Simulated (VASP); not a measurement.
Wanted: the native input for a VASP 6.6.1 run.

* Task: single point
* Functional: LDA
* Potentials or basis: VASP PAW LDA potentials, release 64 (Ti_sv, Al)
* Cutoff: 520 eV
* k mesh: 12 × 12 × 12
* Occupations: gaussian, width 0.15 eV
* Spin: no spin polarisation
* Dipole correction: no
* Further INCAR settings: ALGO = Fast; EDIFF = 1e-06; NBANDS = 27

The structure of TiAl2 lies in POSCAR:

```
TiAl2
1.0
    1.9490514646     -6.0266765161      0.0000000000
    1.9490514646      6.0266765161      0.0000000000
    0.0000000000      0.0000000000      3.8616017952
Ti Al
2 4
Direct
    0.6560576955      0.3439423045      0.0000000000
    0.3439423045      0.6560576955      0.0000000000
    0.0000000000      0.0000000000      0.0000000000
    0.8269820961      0.1730179039      0.5000000000
    0.1730179039      0.8269820961      0.5000000000
    0.5000000000      0.5000000000      0.5000000000
```

The input as run:

INCAR

```
SYSTEM = TiAl2
PREC = Accurate ; ENCUT = 520
EDIFF = 1E-6 ; ISMEAR = 0
SIGMA = 0.15 ; LREAL = .False.
LASPH = .True. ; NELM = 100
ALGO = Fast ; ISIF = 2
LWAVE = .False. ; LCHARG = .False.
NBANDS = 27
```

KPOINTS

```
Automatic mesh
0
Gamma
  12 12 12
  0 0 0
```

Potentials or basis: VASP PAW LDA potentials, release 64 (Ti_sv, Al).

The run is started by

```console
$ cat potpaw_LDA.64/Ti_sv/POTCAR potpaw_LDA.64/Al/POTCAR > POTCAR
$ mpirun -np 1 vasp_std > vasp.out
```

Results of the run:

* Pressure: 0.2 GPa
* Largest force: 0.064 eV/Å
* Band gap on the k mesh: zero (band 18 reaches 9.74 eV, above the bottom of band 19 at 8.10 eV)

It took 35 min on 1 thread of Intel(R) Xeon(R) Platinum 8259CL CPU @ 2.50GHz (Skylake/Cascade Lake), on a shared host, peak memory 0.66 GiB.
